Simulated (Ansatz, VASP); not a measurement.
## Two plane-wave programs on TiO2

```
Ti O
1.0
     4.65445    0.00000    0.00000
     0.00000    4.65445    0.00000
     0.00000    0.00000    2.99794
Ti O
2 4
Direct
  0.00000 0.00000 0.00000
  0.50000 0.50000 0.50000
  0.30428 0.30428 0.00000
  0.19572 0.80428 0.50000
  0.69572 0.69572 0.00000
  0.80428 0.19572 0.50000
```

Change from the starting cell: volume scaled by 1.04, ions relaxed.

Alike in both runs: task relaxation of the atoms; functional PBE; k mesh 7 × 7 × 10; occupations fermi-dirac, width 0.02 eV; no spin polarisation.

```csv
,VASP,Ansatz
version,VASP 6.6.1,Ansatz 0.2.0
potentials or method,"VASP PAW PBE potentials, release 64 (Ti_sv, O)","plane-wave PAW, scalar-relativistic"
plane-wave cutoff (eV),520,420
valence electrons in the cell,48,48
```

VASP gave:

```
gap on the k mesh at the Fermi level, each at its own relaxed structure (eV) : 1.79
```

**Question.** What did Ansatz give for the same quantities?

**Answer.** gap on the k mesh at the Fermi level, each at its own relaxed structure (eV): 1.83.

Ansatz's warnings: stress scf threshold loose.
